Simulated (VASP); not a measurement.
# La2O3 (P-62m) in VASP: settings compared

Aim: see how the results for La2O3 move with the level of theory and the settings. Levels: BLYP, LDA, PBEsol. Tasks: single point.

Program: VASP 6.6.1. These are calculated values, not measurements. Logs are shortened: lines on timing, memory, paths and dates and some standing lists are left out, and cuts for length are marked.

**1. The cell of the first run**

The structure is hexagonal, space group P-62m (No. 189). Conventional cell: a = 6.267 Å, b = 6.267 Å, c = 3.300 Å, α = 90.00°, β = 90.00°, γ = 120.00°. La (site symmetry -6) has 6 O at 2.45 Å within 3.2 Å. Within 3.2 Å of O (site symmetry m2m) lie 4 La at 2.45 Å and 4 O at 3.13 Å.

**2. Single point, BLYP**

Input file INCAR:

```
PREC     = Accurate       # precision mode
ENCUT    = 520            # plane-wave cutoff, eV
EDIFF    = 1E-6           # SCF threshold, eV
ISMEAR   = 0              # smearing method
SIGMA    = 0.01           # smearing width, eV
LREAL    = F              # projectors in reciprocal space
LASPH    = T              # aspherical terms in the spheres
NELM     = 80             # most SCF steps
ALGO     = Normal         # electronic algorithm
ISIF     = 2              # what is computed and relaxed
LWAVE    = F              # write WAVECAR
LCHARG   = F              # write CHGCAR
GGA      = B5             # functional
ALDAX    = 1.0          
AGGAX    = 1.0          
AGGAC    = 1.0          
ALDAC    = 0.0          
NBANDS   = 28             # bands
```

Input file KPOINTS:

```
Automatic mesh
0
Gamma
  3 3 6
```

Input file POSCAR:

```
La2O3
1.0
    6.2667800000      0.0000000000      0.0000000000
   -3.1333900000      5.4271906799      0.0000000000
    0.0000000000      0.0000000000      3.2997660000
La O
2 3
Direct
    0.3333333333      0.6666666667      0.5000000000
    0.6666666667      0.3333333333      0.5000000000
    0.4919900000      0.4919900000      0.0000000000
    0.0000000000      0.5080100000      0.0000000000
    0.5080100000      0.0000000000      0.0000000000
```

Potentials or basis: VASP PAW PBE potentials, release 64 (La, O).

Command:

```sh
> cat potpaw_PBE.64/La/POTCAR potpaw_PBE.64/O/POTCAR > POTCAR
> mpirun -np 1 vasp_std > vasp.out
```

OUTCAR:

```text
PREC = Accurate
   ENCUT = 520
   EDIFF = 1E-6
   ISMEAR = 0
   LREAL = F
   LASPH = T
   NELM = 80
   ISIF = 2
   GGA = B5

 ion  position               nearest neighbor table
   1  0.333  0.667  0.500-   4 2.45   4 2.45   5 2.45   5 2.45   3 2.45   3 2.45   2 3.62   2 3.62
                             2 3.62
   2  0.667  0.333  0.500-   5 2.45   5 2.45   4 2.45   4 2.45   3 2.45   3 2.45   1 3.62   1 3.62
                             1 3.62
   3  0.492  0.492  0.000-   1 2.45   1 2.45   2 2.45   2 2.45
   4  0.000  0.508  0.000-   1 2.45   1 2.45   2 2.45   2 2.45
   5  0.508  0.000  0.000-   2 2.45   2 2.45   1 2.45   1 2.45

  LATTYP: Found a hexagonal cell.
 ALAT       =     6.2667800000
 C/A-ratio  =     0.5265488816

  Lattice vectors:

 A1 = (   6.2667800000,   0.0000000000,   0.0000000000)
 A2 = (  -3.1333900000,   5.4271906799,   0.0000000000)
 A3 = (   0.0000000000,   0.0000000000,   3.2997660000)

Analysis of symmetry for initial positions (statically):
=====================================================================
 Subroutine PRICEL returns:
 Original cell was already a primitive cell.

 Routine SETGRP: Setting up the symmetry group for a
 hexagonal supercell.

 Subroutine GETGRP returns: Found 12 space group operations
 (whereof 12 operations were pure point group operations)
 out of a pool of 24 trial point group operations.

The static configuration has the point symmetry D_3h.

Analysis of symmetry for dynamics (positions and initial velocities):
=====================================================================
 Subroutine PRICEL returns:
 Original cell was already a primitive cell.

 Routine SETGRP: Setting up the symmetry group for a
 hexagonal supercell.

 Subroutine GETGRP returns: Found 12 space group operations
 (whereof 12 operations were pure point group operations)
 out of a pool of 24 trial point group operations.

The dynamic configuration has the point symmetry D_3h.

 Subroutine INISYM returns: Found 12 space group operations
 (whereof 12 operations are pure point group operations),
 and found     1 'primitive' translations

----------------------------------------------------------------------------------------

                                     Primitive cell

  volume of cell :     112.2284

  direct lattice vectors                    reciprocal lattice vectors
     6.266780000  0.000000000  0.000000000     0.159571582  0.092128696  0.000000000
    -3.133390000  5.427190680  0.000000000     0.000000000  0.184257392  0.000000000
     0.000000000  0.000000000  3.299766000     0.000000000  0.000000000  0.303051792

  length of vectors
     6.266780000  6.266780000  3.299766000     0.184257392  0.184257392  0.303051792

  position of ions in fractional coordinates (direct lattice)
     0.333333333  0.666666667  0.500000000
     0.666666667  0.333333333  0.500000000
     0.491990000  0.491990000  0.000000000
     0.000000000  0.508010000  0.000000000
     0.508010000  0.000000000  0.000000000

  ion indices of the primitive-cell ions
   primitive index   ion index
                 1           1
                 2           2
                 3           3
                 4           4
                 5           5

----------------------------------------------------------------------------------------

 KPOINTS: Automatic mesh

Automatic generation of k-mesh.
 Grid dimensions read from file:
 generate k-points for:    3    3    6

 Generating k-lattice:

  Cartesian coordinates                     Fractional coordinates (reciprocal lattice)
     0.053190527  0.030709565  0.000000000     0.333333333  0.000000000  0.000000000
     0.000000000  0.061419131  0.000000000     0.000000000  0.333333333  0.000000000
     0.000000000  0.000000000  0.050508632     0.000000000  0.000000000  0.166666667

  Length of vectors
     0.061419131  0.061419131  0.050508632

  Shift w.r.t. Gamma in fractional coordinates (k-lattice)
     0.000000000  0.000000000  0.000000000

 Subroutine IBZKPT returns following result:
 ===========================================

 Found     12 irreducible k-points:

 Following reciprocal coordinates:
            Coordinates               Weight
  0.000000  0.000000  0.000000      1.000000
  0.333333  0.000000  0.000000      6.000000
  0.333333  0.333333  0.000000      2.000000
  0.000000  0.000000  0.166667      2.000000
  0.333333  0.000000  0.166667     12.000000
  0.333333  0.333333  0.166667      4.000000
  0.000000  0.000000  0.333333      2.000000
  0.333333  0.000000  0.333333     12.000000
  0.333333  0.333333  0.333333      4.000000
  0.000000  0.000000  0.500000      1.000000
  0.333333  0.000000  0.500000      6.000000
  0.333333  0.333333  0.500000      2.000000
   k-points           NKPTS =     12   k-points in BZ     NKDIM =     12   number of bands    NBANDS=     28
   number of dos      NEDOS =    301   number of ions     NIONS =      5
   total plane-waves  NPLWV =  64512
   dimension x,y,z NGX =    48 NGY =   48 NGZ =   28
   dimension x,y,z NGXF=    96 NGYF=   96 NGZF=   56
   ions per type =               2   3
   NGX,Y,Z   is equivalent  to a cutoff of  12.73, 12.73, 14.11 a.u.
   NGXF,Y,Z  is equivalent  to a cutoff of  25.47, 25.47, 28.21 a.u.
 SYSTEM =  unknown system
   PREC   = accura    normal or accurate (medium, high low for compatibility)
   ISTART =      0    job   : 0-new  1-cont  2-samecut
   ICHARG =      2    charge: 1-file 2-atom 10-const
   ISPIN  =      1    spin polarized calculation?
   LNONCOLLINEAR =      F non collinear calculations
   LSORBIT =      F    spin-orbit coupling
   LASPH  =      T    aspherical Exc in radial PAW
   ENCUT  =  520.0 eV  38.22 Ry    6.18 a.u.  11.65 11.65  6.14*2*pi/ulx,y,z
   NELM   =     80;   NELMIN=  2; NELMDL= -5     # of ELM steps
   EDIFF  = 0.1E-05   stopping-criterion for ELM
   LREAL  =      F    real-space projection
   EDIFFG = 0.1E-04   stopping-criterion for IOM
   NSW    =      0    number of steps for IOM
   IBRION =     -1    ionic relax: 0-MD 1-quasi-New 2-CG
   NFREE  =      0    steps in history (QN), initial steepest desc. (CG)
   ISIF   =      2    stress and relaxation
   ISYM   =      2    0-nonsym 1-usesym 2-fastsym
   POTIM  = 0.5000    time-step for ionic-motion
   TEBEG  =    0.0;   TEEND  =   0.0 temperature during run
   PSTRESS=    0.0 pullay stress
   NELECT =      40.0000    total number of electrons
   NUPDOWN=      -1.0000    fix difference up-down
   EMIN   =  10.00;   EMAX   =-10.00  energy-range for DOS
   EFERMI =   0.00;   METHOD = LEGACY
   ISMEAR =     0;   SIGMA  =   0.01  broadening in eV -4-tet -1-fermi 0-gaus
   EFERMI_NEDOS =   21; number of points for ismear=-14 and -15
   IALGO  =     38    algorithm
   IMIX   =      4    mixing-type and parameters
     AMIX     =   0.40;   BMIX     =  1.00
     AMIX_MAG =   1.60;   BMIX_MAG =  1.00
  volume/ion in A,a.u.               =      22.45       151.47
  Fermi-wavevector in a.u.,A,eV,Ry     =   1.160719  2.193442 18.330717  1.347270
  Thomas-Fermi vector in A             =   2.297299
   LORBIT       =      0    0 simple, 1 ext, 2 COOP (PROOUT), +10 PAW based schemes
   GGA     = B5    functional components
   LHFCALC =     F    Hartree Fock is set to
   AEXX    =    0.0000 exact exchange contribution
   IVDW    =     0    specifies the selected vdW correction
   LEPSILON=     F    determine dielectric tensor
   LRPA    =     F    only Hartree local field effects (RPA)
 non-spin polarized calculation
 Gauss-broadening in eV      SIGMA  =   0.01
  energy-cutoff  :      520.00
  volume of cell :      112.23
 maximum number of plane-waves:      3036
 NGX is ok and might be reduce to    48
   NGX = 23   NGY = 23   NGZ = 13

 number of electron      39.9999994 magnetization

 Free energy of the ion-electron system (eV)
  ---------------------------------------------------
  ext. energy  EPLUGINS =         0.00000000
  ---------------------------------------------------
  free energy    TOTEN  =       -39.06892115 eV

  energy without entropy =      -39.06892115  energy(sigma->0) =      -39.06892115

 E-fermi :   3.7824     XC(G=0):  -7.9811

 val. band max:        3.7223590670   @ k =   0.0000   0.0000   0.5000
 cond. band min:       5.3584975413   @ k =   0.0000   0.0000   0.0000
 fundamental gap:      1.6361384743
 Fermi energy:         3.7824100876

 k-point     1 :       0.0000    0.0000    0.0000
  band No.  band energies     occupation
      1     -26.7792      2.00000
      2     -26.5581      2.00000
      3     -13.6747      2.00000
      4     -13.6747      2.00000
      5     -12.0533      2.00000
      6     -10.2714      2.00000
[... 20 lines left out ...]
     27       8.3508      0.00000
     28       8.3750      0.00000

 k-point     2 :       0.3333    0.0000    0.0000
  band No.  band energies     occupation
      1     -26.7338      2.00000
      2     -26.6062      2.00000
      3     -13.6870      2.00000
      4     -13.4261      2.00000
      5     -12.5385      2.00000
      6     -10.2098      2.00000
[... 20 lines left out ...]
     27       8.3749      0.00000
     28       8.3898      0.00000

 k-point     3 :       0.3333    0.3333    0.0000
  band No.  band energies     occupation
      1     -26.6707      2.00000
      2     -26.6707      2.00000
      3     -13.6998      2.00000
      4     -13.0255      2.00000
      5     -13.0255      2.00000
      6     -10.1484      2.00000
[... 20 lines left out ...]
     27       8.3361      0.00000
     28       8.4469      0.00000

 k-point     4 :       0.0000    0.0000    0.1667
  band No.  band energies     occupation
      1     -26.7009      2.00000
      2     -26.4926      2.00000
      3     -13.4422      2.00000
      4     -13.4422      2.00000
      5     -12.8064      2.00000
      6     -10.1692      2.00000
[... 206 lines left out ...]
     27       8.0975      0.00000
     28       8.1051      0.00000

 k-point    11 :       0.3333    0.0000    0.5000
  band No.  band energies     occupation
      1     -26.4166      2.00000
      2     -26.3217      2.00000
      3     -14.1113      2.00000
      4     -13.1418      2.00000
      5     -12.2493      2.00000
      6     -10.7457      2.00000
[... 20 lines left out ...]
     27       8.1894      0.00000
     28       8.2979      0.00000

 k-point    12 :       0.3333    0.3333    0.5000
  band No.  band energies     occupation
      1     -26.3694      2.00000
      2     -26.3694      2.00000
      3     -13.7114      2.00000
      4     -13.7114      2.00000
      5     -12.2505      2.00000
      6     -10.7809      2.00000
[... 20 lines left out ...]
     27       8.2426      0.00000
     28       8.2502      0.00000

------------------------ aborting loop because EDIFF is reached ----------------------------------------

  FORCE on cell =-STRESS in cart. coord.  units (eV):
  Direction    XX          YY          ZZ          XY          YZ          ZX
  --------------------------------------------------------------------------------------
  -------------------------------------------------------------------------------------
  Total        3.8504379      3.8504379      3.3985284      0.0000000      0.0000000      0.0000000
  in kB       54.9690256     54.9690256     48.5175448      0.0000000      0.0000000      0.0000000
  external PRESSURE =      52.8185320 kB  Pullay stress =       0.0000000 kB

 VOLUME and BASIS-vectors are now :
 -----------------------------------------------------------------------------
  energy-cutoff  :      520.00
  volume of cell :      112.23
      direct lattice vectors                 reciprocal lattice vectors
     6.266780000  0.000000000  0.000000000     0.159571582  0.092128696  0.000000000
    -3.133390000  5.427190680  0.000000000     0.000000000  0.184257392  0.000000000
     0.000000000  0.000000000  3.299766000     0.000000000  0.000000000  0.303051792

 POSITION                                       TOTAL-FORCE (eV/Angst)
 -----------------------------------------------------------------------------------
     -0.00000      3.61813      1.64988        -0.000000     -0.000000      0.000000
      3.13339      1.80906      1.64988        -0.000000     -0.000000      0.000000
      1.54160      2.67012      0.00000         0.016748      0.029009     -0.000000
     -1.59179      2.75707      0.00000         0.016748     -0.029009      0.000000
      3.18359      0.00000      0.00000        -0.033496     -0.000000      0.000000
 -----------------------------------------------------------------------------------
    total drift:                               -0.000000     -0.000000     -0.000000

  FREE ENERGIE OF THE ION-ELECTRON SYSTEM (eV)
  ---------------------------------------------------
  free  energy   TOTEN  =       -39.0689211484 eV

  energy  without entropy=      -39.0689211484  energy(sigma->0) =      -39.06892115
```

It took 1.7 min on 1 thread of AMD EPYC 7R13 (Zen 3), shared host; peak memory 0.22 GiB.

What came out:

```
Free energy            : -39.0689 eV
Pressure               : 5.3 GPa
Largest force          : 0.033 eV/Å
Band gap on the k mesh : 1.64 eV, indirect (least direct gap 2.15 eV)
```

Forces on the atoms (eV/Å):
```
La   0.000  0.000  0.000
La   0.000  0.000  0.000
O    0.017  0.029  0.000
O    0.017 -0.029  0.000
O   -0.033  0.000  0.000
```

Levels at points of the mesh, in eV from the valence-band top:
| k point | band 18 | band 19 | band 20 | band 21 | band 22 | band 23 |
| --- | --- | --- | --- | --- | --- | --- |
| (0.00, 0.00, 0.00) | -1.01 | -0.72 | -0.51 | 1.64 | 3.48 | 3.94 |
| (0.00, 0.00, 0.50) | -1.19 | -0.33 | 0.00 | 4.12 | 4.16 | 4.20 |

Caveat: the PAW data sets were made with another functional, which shifts forces and pressure a little; spin-orbit coupling is left out, which moves the levels of the heavy elements. A k mesh can miss the band edges.

**3. Single point, LDA**

Input file INCAR:

```
SYSTEM = La2O3
PREC     = Accurate       ! precision mode
ENCUT    = 520            ! plane-wave cutoff, eV
EDIFF    = 1E-6           ! SCF threshold, eV
ISMEAR   = 0              ! smearing method
SIGMA    = 0.01           ! smearing width, eV
LREAL    = .False.        ! projectors in reciprocal space
LASPH    = .True.         ! aspherical terms in the spheres
NELM     = 100            ! most SCF steps
ALGO     = Normal         ! electronic algorithm
ISIF     = 2              ! what is computed and relaxed
LWAVE    = .False.        ! write WAVECAR
LCHARG   = .False.        ! write CHGCAR
GGA      = CA             ! functional
NBANDS   = 28             ! bands
```

Input file KPOINTS:

```
regular mesh
0
Gamma
  3 3 6
  0 0 0
```

POSCAR is that of step 2.

Potentials or basis: VASP PAW LDA potentials, release 64 (La, O).

Command:

```sh
> cat potpaw_LDA.64/La/POTCAR potpaw_LDA.64/O/POTCAR > POTCAR
> mpirun -np 1 vasp_std > vasp.out
```

Wall time 57 s (1 thread of AMD EPYC 7R13 (Zen 3), shared host); peak memory 0.18 GiB.

It converged, with:

```yaml
Free_energy: -44.3927 eV
Pressure: -3.3 GPa
Largest_force: 0.073 eV/Å
Band_gap_on_the_k_mesh: 1.38 eV, indirect (least direct gap 1.90 eV)
```

Forces in eV/Å, atoms in the order of the input:
```
La   0.000  0.000  0.000
La   0.000  0.000  0.000
O    0.037  0.063  0.000
O    0.037 -0.063  0.000
O   -0.073  0.000  0.000
```

Stress tensor (GPa, compression positive):
```
-1.71  0.00  0.00
 0.00 -1.71  0.00
 0.00  0.00 -6.36
```

Levels at points of the mesh, in eV from the valence-band top:
```tsv
k point	band 17	band 18	band 19	band 20	band 21	band 22	band 23	band 24
(0.00, 0.00, 0.00)	-1.03	-1.03	-0.74	-0.52	1.38	3.32	3.85	3.85
(0.00, 0.00, 0.50)	-1.22	-1.22	-0.34	0.00	4.11	4.15	4.21	4.26
```

Caveat: spin-orbit coupling is left out, which moves the levels of the heavy elements. A k mesh can miss the band edges.

**4. Single point, PBEsol**

Input file INCAR:

```
SYSTEM = La2O3
ALGO = Normal ; EDIFF = 1E-6
ENCUT = 520 ; GGA = PS
ISIF = 2 ; ISMEAR = 0
LASPH = .True. ; LCHARG = .False.
LREAL = .False. ; LWAVE = .False.
NBANDS = 28 ; NELM = 60
PREC = Accurate ; SIGMA = 0.01
```

Input file KPOINTS:

```
k-points
0
Gamma
  3 3 6
  0 0 0
```

POSCAR is that of step 3.

Potentials or basis: VASP PAW PBE potentials, release 64 (La, O).

Command:

```sh
> cat potpaw_PBE.64/La/POTCAR potpaw_PBE.64/O/POTCAR > POTCAR
> mpirun -np 1 vasp_std > vasp.out
```

Run time: 62 s. Hardware: 1 thread of AMD EPYC 7R13 (Zen 3), shared host; peak memory 0.22 GiB.

The run converged. Its results:

| Quantity | Value |
| --- | --- |
| Free energy | -42.4412 eV |
| Pressure | -1.2 GPa |
| Largest force | 0.062 eV/Å |
| Band gap on the k mesh | 1.46 eV, indirect (least direct gap 1.98 eV) |

Forces on the atoms (eV/Å):
```
La   0.000  0.000  0.000
La   0.000  0.000  0.000
O    0.031  0.054  0.000
O    0.031 -0.054  0.000
O   -0.062  0.000  0.000
```

Stress tensor (GPa, compression positive):
```
 0.08  0.00  0.00
 0.00  0.08  0.00
 0.00  0.00 -3.76
```

Levels at points of the mesh, in eV from the valence-band top:
| k point | band 18 | band 19 | band 20 | band 21 | band 22 | band 23 |
| --- | --- | --- | --- | --- | --- | --- |
| (0.00, 0.00, 0.00) | -1.03 | -0.73 | -0.51 | 1.46 | 3.50 | 4.01 |
| (0.00, 0.00, 0.50) | -1.20 | -0.34 | 0.00 | 4.34 | 4.36 | 4.39 |

Caveat: the PAW data sets were made with another functional, which shifts forces and pressure a little; spin-orbit coupling is left out, which moves the levels of the heavy elements.

**5. Overview**

| level | potentials or basis | gap on the mesh (eV) | pressure (GPa) | largest force (eV/Å) |
| --- | --- | --- | --- | --- |
| BLYP | VASP PAW PBE potentials, release 64 (La, O) | 1.64 | 5.3 | 0.03 |
| LDA | VASP PAW LDA potentials, release 64 (La, O) | 1.38 | -3.3 | 0.07 |
| PBEsol | VASP PAW PBE potentials, release 64 (La, O) | 1.46 | -1.2 | 0.06 |

Alike in all rows: task single point; no spin polarisation; cell as given; k mesh 3 × 3 × 6; cutoff (eV) 520; smearing gaussian 0.01 eV.

Caveats: spin-orbit coupling is left out, which moves the levels of the heavy elements; the PAW data sets were made with another functional, which shifts forces and pressure a little (some runs).

Total energies depend on the potentials used, so only differences within one code and one set of settings carry meaning.
